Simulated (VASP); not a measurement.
# InSbMoO6: single point with PBE+D4

The system is InSbMoO6.

```
CELL_PARAMETERS angstrom
5.16340 0.00000 0.00000
0.00000 5.35500 0.00000
0.00000 0.00000 9.00670
ATOMIC_POSITIONS crystal
In 0.00000 0.50000 0.52363
In 0.50000 0.00000 0.47637
Sb 0.00000 0.00000 0.74477
Sb 0.50000 0.50000 0.25523
Mo 0.50000 0.50000 0.81013
Mo 0.00000 0.00000 0.18987
O 0.22230 0.17420 0.60900
O 0.77770 0.82580 0.60900
O 0.72230 0.32580 0.39100
O 0.27770 0.67420 0.39100
O 0.23920 0.67920 0.71140
O 0.76080 0.32080 0.71140
O 0.73920 0.82080 0.28860
O 0.26080 0.17920 0.28860
O 0.34740 0.28580 0.92900
O 0.65260 0.71420 0.92900
O 0.84740 0.21420 0.07100
O 0.15260 0.78580 0.07100
```

```yaml
Program: VASP 6.6.1
Task: single point
Functional: PBE
Dispersion: D4
Potentials_or_basis: VASP PAW PBE potentials, release 64 (In_d, Sb, Mo_sv, O)
Cutoff: 520 eV
k_mesh: 4 × 4 × 2
Occupations: gaussian, width 0.1 eV
Spin: no spin polarisation
```

```
Pressure                   : 4.9 GPa
Largest force              : 5.286 eV/Å
Band gap on the k mesh     : 1.67 eV (least direct gap 2.11 eV)
Dispersion energy per atom : -0.241 eV
```

Forces on the atoms (eV/Å):
```
In   0.000  0.000  0.691
In   0.000  0.000 -0.691
Sb   0.000  0.000  5.286
Sb   0.000  0.000 -5.286
Mo   0.000  0.000  3.076
Mo   0.000  0.000 -3.076
O    0.981  1.276 -1.718
O   -0.981 -1.276 -1.718
O    0.981 -1.276  1.718
O   -0.981  1.276  1.718
O    0.476 -0.658 -0.779
O   -0.476  0.658 -0.779
O    0.476  0.658  0.779
O   -0.476 -0.658  0.779
O    0.815  1.125 -1.276
O   -0.815 -1.125 -1.276
O    0.815 -1.125  1.276
O   -0.815  1.125  1.276
```

Stress tensor (GPa, compression positive):
```
5.21 0.00 0.00
0.00 4.53 0.00
0.00 0.00 4.83
```

Levels at points of the mesh, in eV from the valence-band top:
| k point | band 64 | band 65 | band 66 | band 67 | band 68 | band 69 | band 70 | band 71 | band 72 | band 73 |
| --- | --- | --- | --- | --- | --- | --- | --- | --- | --- | --- |
| (0.00, 0.00, 0.00) | -1.82 | -1.62 | -1.57 | -1.22 | -0.68 | 1.94 | 2.32 | 2.80 | 2.95 | 3.18 |
| (0.50, 0.00, 0.00) | -2.02 | -1.70 | -1.70 | -0.40 | -0.40 | 2.20 | 2.20 | 2.61 | 2.61 | 3.46 |
| (0.00, 0.50, 0.00) | -2.02 | -1.78 | -1.78 | -0.26 | -0.26 | 2.26 | 2.26 | 2.38 | 2.38 | 3.34 |
| (0.50, 0.50, 0.00) | -2.00 | -1.60 | -1.60 | -0.07 | -0.07 | 2.55 | 2.55 | 2.81 | 2.81 | 2.82 |
| (0.00, 0.00, 0.50) | -1.80 | -1.73 | -1.68 | -1.35 | -0.44 | 1.67 | 2.38 | 2.60 | 2.88 | 3.37 |
| (0.50, 0.00, 0.50) | -1.90 | -1.83 | -1.83 | -0.28 | -0.28 | 2.17 | 2.17 | 2.57 | 2.57 | 3.44 |
| (0.00, 0.50, 0.50) | -1.97 | -1.86 | -1.86 | -0.17 | -0.17 | 2.15 | 2.15 | 2.39 | 2.39 | 3.33 |
| (0.50, 0.50, 0.50) | -1.99 | -1.62 | -1.62 | 0.00 | 0.00 | 2.46 | 2.46 | 2.81 | 2.81 | 2.84 |

Wall time 12 min on 1 thread of Intel(R) Xeon(R) Platinum 8488C (Sapphire Rapids) (shared host), peak memory 0.46 GiB.

Caveat: the cell stands under pressure; spin-orbit coupling is left out, which moves the levels of the heavy elements; forces of over 1 eV/Å act on the atoms, so gaps and moduli don't describe the material at rest. A k mesh can miss the band edges.
